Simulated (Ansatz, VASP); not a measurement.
**Ir: VASP beside Ansatz**

INCAR

```
PREC = Accurate
ENCUT = 520
EDIFF = 1E-7
ISMEAR = -1
SIGMA = 0.03
LREAL = F
LASPH = T
NELM = 60
ALGO = Normal
ISIF = 2
LWAVE = F
LCHARG = F
GGA = PE
NBANDS = 10
```

File KPOINTS:

```
Automatic mesh
0
Gamma
  14 14 14
```

Contents of POSCAR:

```
Ir
1.0
    0.0000000000      1.9360622002      1.9360622002
    1.9360622002      0.0000000000      1.9360622002
    1.9360622002      1.9360622002      0.0000000000
Ir
1
Direct
    0.0000000000      0.0000000000      0.0000000000
```

Input for Ansatz:

```yaml
crystal:
  lattice:
    - [0.0, 1.9360622002, 1.9360622002]
    - [1.9360622002, 0.0, 1.9360622002]
    - [1.9360622002, 1.9360622002, 0.0]
  atoms:
    - { symbol: Ir, position: [0.0, 0.0, 0.0] }
hamiltonian:
  xc: pbe
  pseudopotentials:
    kind: paw
    azcp:
      Ir: "pseudopotentials/Ir.paw.azcp"
basis:
  ecutwfc: 420
  fft_grid_basis: typed
kpoints:
  mp_grid: { grid: [14, 14, 14], shift: [0, 0, 0] }
magnetization:
  spin_polarized: false
scf:
  occupations: { method: fermi_dirac, width: 0.03 }
  lower_state_search: "off"
output:
  stress: true
```

Alike in both runs: task single point; functional PBE; k mesh 14 × 14 × 14; occupations fermi-dirac, width 0.03 eV; no spin polarisation.

```csv
,VASP,Ansatz
version,VASP 6.6.1,Ansatz 0.2.0
potentials or method,"VASP PAW PBE potentials, release 64 (Ir), cutoff 520 eV","plane waves (420 eV) with PAW, scalar-relativistic"
valence electrons in the cell,9,17
```

VASP gave:

| Item | Value |
| --- | --- |
| pressure (GPa) | 0.3 |

Question: What did Ansatz give for the same quantities?

Answer: Pressure (GPa): -0.2.

VASP's potentials hold 9 valence electrons a cell and Ansatz's 17, so a difference there can come from the potentials and not from the codes.

Spin-orbit coupling is off throughout.
